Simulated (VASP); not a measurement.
## Ba (a cell with a defect): single point with PBEsol

The system is Ba (a cell with a defect).

```
Ba
1.0
     7.99930    0.00000    0.00000
     0.00000    7.99930    0.00000
     0.00000    0.00000    7.21108
Ba
7
Direct
  0.25000 0.25000 0.75000
  0.25000 0.75000 0.25000
  0.25000 0.75000 0.75000
  0.75000 0.25000 0.25000
  0.75000 0.25000 0.75000
  0.75000 0.75000 0.25000
  0.75000 0.75000 0.75000
```

```json
{
 "Program": "VASP 6.6.1",
 "Task": "single point",
 "Functional": "PBEsol",
 "Potentials or basis": "VASP PAW PBE potentials, release 64 (Ba_sv)",
 "Cutoff": "400 eV",
 "k mesh": "1 × 1 × 1",
 "Occupations": "gaussian, width 0.1 eV",
 "Spin": "no spin polarisation"
}
```

- Pressure: -2.0 GPa
- Band gap on the k mesh: 0.24 eV

Stress tensor (GPa, compression positive):
```
-3.51  0.00  0.00
 0.00 -3.51  0.00
 0.00  0.00  1.08
```

Levels at points of the mesh, in eV from the valence-band top:
```csv
k point,band 33,band 34,band 35,band 36,band 37,band 38
"(0.00, 0.00, 0.00)",-0.55,-0.43,0.00,0.24,0.26,0.26
```

It took 18 s on 1 thread of AMD EPYC 9R45 96-Core Processor (Zen 5), on a shared host, peak memory 0.27 GiB.

Caveat: the k points lie up to 0.87 Å⁻¹ apart; the PAW data sets were made with another functional, which shifts forces and pressure a little; spin-orbit coupling is left out, which moves the levels of the heavy elements.
